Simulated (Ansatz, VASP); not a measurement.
## Ni: VASP beside Ansatz

Contents of INCAR:

```
SYSTEM = Ni
ALGO = Normal ; EDIFF = 1E-6
ENCUT = 520 ; GGA = PE
ISIF = 2 ; ISMEAR = -1
ISPIN = 2 ; LASPH = .True.
LCHARG = .False. ; LMAXMIX = 4
LORBIT = 11 ; LREAL = .False.
LWAVE = .False. ; MAGMOM = 1 1
NBANDS = 21 ; NELM = 150
PREC = Accurate ; SIGMA = 0.1
```

File KPOINTS:

```
k-points
0
Gamma
  16 16 12
  0 0 0
```

File POSCAR:

```
Ni
1.0
    1.7602632490      1.7602632490      0.0000000000
   -1.7602632490      1.7602632490      0.0000000000
    0.0000000000      0.0000000000      3.5205264980
Ni
2
Direct
    0.0000000000      0.0000000000      0.0000000000
    0.5000000000      0.5000000000      0.5000000000
```

Input for Ansatz:

```yaml
crystal:
  lattice:
    - [1.760263249, 1.760263249, 0.0]
    - [-1.760263249, 1.760263249, 0.0]
    - [0.0, 0.0, 3.520526498]
  atoms:
    - { symbol: Ni, position: [0.0, 0.0, 0.0], spin: 1.0 }
    - { symbol: Ni, position: [0.5, 0.5, 0.5], spin: 1.0 }
magnetization:
  spin_polarized: true
kpoints:
  mp_grid: { grid: [16, 16, 12] }
scf:
  occupations: { method: fermi_dirac, width: 0.1 }
hamiltonian:
  xc: pbe
  pseudopotentials: { kind: paw }
output:
  forces: true
  stress: true
  eigenvalues: true
```

Alike in both runs: task single point; functional PBE; k mesh 16 × 16 × 12; occupations fermi-dirac, width 0.1 eV; collinear spin.

|  | VASP | Ansatz |
| --- | --- | --- |
| version | VASP 6.6.1 | Ansatz 0.2.0 |
| potentials or method | VASP PAW PBE potentials, release 64 (Ni) | PAW with Ansatz's default frozen-core files, scalar-relativistic |
| plane-wave cutoff (eV) | 520 | 420 |
| valence electrons in the cell | 20 | 36 |

VASP gave:

- pressure (GPa): -0.1
- traceless stress, the component that is largest in VASP (GPa): 0.05
- net moment per atom (μB): 0.61
- size of the moment on the site where the two differ most (μB): 0.62

Question: Which values does Ansatz return?

Answer: Pressure (GPa): 0.0; traceless stress, the component that is largest in VASP (GPa): 0.05; net moment per atom (μB): 0.62; size of the moment on the site where the two differ most (μB): 0.66.

Site moments also hang on the region over which each program counts them. With one functional, cell and mesh, what is left measures potentials, basis and numerics. VASP's potentials hold 20 valence electrons a cell and Ansatz's 36, so a difference there can come from the potentials and not from the codes.
